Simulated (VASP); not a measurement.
Ca, 1 atom in the cell. It takes space group Pm-3m (No. 221, cubic). Conventional cell: a = 3.617 Å, b = 3.617 Å, c = 3.617 Å, α = 90.00°, β = 90.00°, γ = 90.00°. Within 4.8 Å of Ca (site symmetry m-3m) lie 6 Ca at 3.62 Å. This isn't the form of Ca at room conditions, which is fcc.

- Program: VASP 6.6.1
- Task: single point
- Functional: PBE
- Potentials or basis: VASP PAW PBE potentials, release 64 (Ca_sv)
- Cutoff: 520 eV
- k mesh: 15 × 15 × 15
- Occupations: fermi-dirac, width 0.1 eV
- Spin: no spin polarisation
- Dipole correction: no
- Further INCAR settings: ALGO = Normal; EDIFF = 1e-06; NBANDS = 11

Potentials or basis: VASP PAW PBE potentials, release 64 (Ca_sv).

Launch:

```console
$ cat potpaw_PBE.64/Ca_sv/POTCAR > POTCAR
$ mpirun -np 1 vasp_std > vasp.out
```

Hardware: 1 thread of Intel(R) Xeon(R) 6975P-C (Granite Rapids) (shared host).

**Question.** Estimate the wall time of this run.

**Answer.** It took 15 s on 1 thread of Intel(R) Xeon(R) 6975P-C (Granite Rapids), with other jobs on the host, peak memory 0.19 GiB. Counts: scf iterations 10, k points 120.
